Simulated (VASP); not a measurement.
YMg2O2:

```
Y Mg O
1.0
    -1.96448    1.96448    4.78824
     1.96448   -1.96448    4.78824
     1.96448    1.96448   -4.78824
Y Mg O
1 2 2
Cartesian
  0.0000 0.0000 0.0000
  0.0000 0.0000 3.6199
  0.0000 0.0000 5.9566
  0.0000 1.9645 2.3941
  1.9645 0.0000 2.3941
```

The cell was generated, and may not be a known phase.

```yaml
Program: VASP 6.6.1
Task: relaxation of cell and atoms
Functional: PBE
Potentials_or_basis: VASP PAW PBE potentials, release 64 (Y_sv, Mg, O)
Cutoff: 600 eV
k_mesh: 6 × 6 × 6
Occupations: gaussian, width 0.1 eV
Spin: no spin polarisation
```

At the start: pressure -1.8 GPa; volume 14.78 Å³/atom.

Task: How do energy, volume and symmetry change on relaxing?

Result: Over 10 steps the energy falls by 560.7 meV/atom and the volume is 14.35 Å³/atom (-2.9 %); space group I4/mmm (No. 139, to 0.1 Å) before and after.

Step by step:
```tsv
step	energy change (eV)	largest force (eV/Å)	pressure (GPa)	volume (Å³)
1	0.0000	6.7524	-1.79	73.92
2	-2.5200	1.0035	-3.47	71.98
3	-2.5365	0.4858	-3.10	71.76
4	-2.7530	0.0708	2.37	68.63
5	-2.7550	0.0290	3.14	68.28
6	-2.7952	0.1883	0.61	70.61
7	-2.7976	0.2474	-0.19	71.42
8	-2.7976	0.2426	-0.12	71.35
9	-2.8024	0.1039	-0.16	71.59
10	-2.8035	0.0058	-0.17	71.76
```

Final structure:
```
Y Mg O
1.0
    -1.94419    1.94419    4.74612
     1.94419   -1.94419    4.74612
     1.94419    1.94419   -4.74612
Y Mg O
1 2 2
Cartesian
  0.0000 0.0000 0.0000
  0.0000 0.0000 3.1298
  0.0000 0.0000 6.3624
  0.0000 1.9442 2.3731
  1.9442 0.0000 2.3731
```
